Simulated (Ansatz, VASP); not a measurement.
**O in VASP and in Ansatz**

```
O
1.0
     2.85140   -1.66242    0.00000
     2.85140    1.66242    0.00000
    -2.39449    0.00000    3.64705
O
2
Direct
  0.97455 0.97455 0.84443
  0.02545 0.02545 0.15557
```

Alike in both runs: task single point; functional PBEsol; k mesh 8 × 8 × 6; occupations fermi-dirac, width 0.05 eV; no spin polarisation.

|  | VASP | Ansatz |
| --- | --- | --- |
| version | VASP 6.6.1 | Ansatz 0.2.0 |
| potentials or method | VASP PAW PBE potentials, release 64 (O), cutoff 520 eV | all-electron PAW datasets made for the crystal |

|  | VASP | Ansatz | Ansatz less VASP |
| --- | --- | --- | --- |
| gap on the k mesh at the Fermi level (eV) | none | none | - |
| pressure (GPa) | -1.7 | -3.6 | -1.92 |
| traceless stress, the component that is largest in VASP (GPa) | -2.21 | -0.02 | +2.194 |
| rms of the force components (eV/Å) | 0.249 | 0.454 | +0.2052 |

VASP's potentials were made for PBE, not for PBEsol. Atom by atom the forces differ by 0.676 eV/Å (rms over components). A gap of «none» marks a metal or a gap that the smearing closes. One of these differences is far larger than is usual between the two programs; its cause wasn't traced. Ansatz ran all-electron here, and VASP with PAW potentials.

Noted on VASP's run: the standard files for N, O and F lose accuracy on very short bonds; spin is off for a triplet molecule. Noted on Ansatz's run: the k mesh is thin for a metal, which can move the energy by tens of meV per atom; spin is off for a triplet molecule.
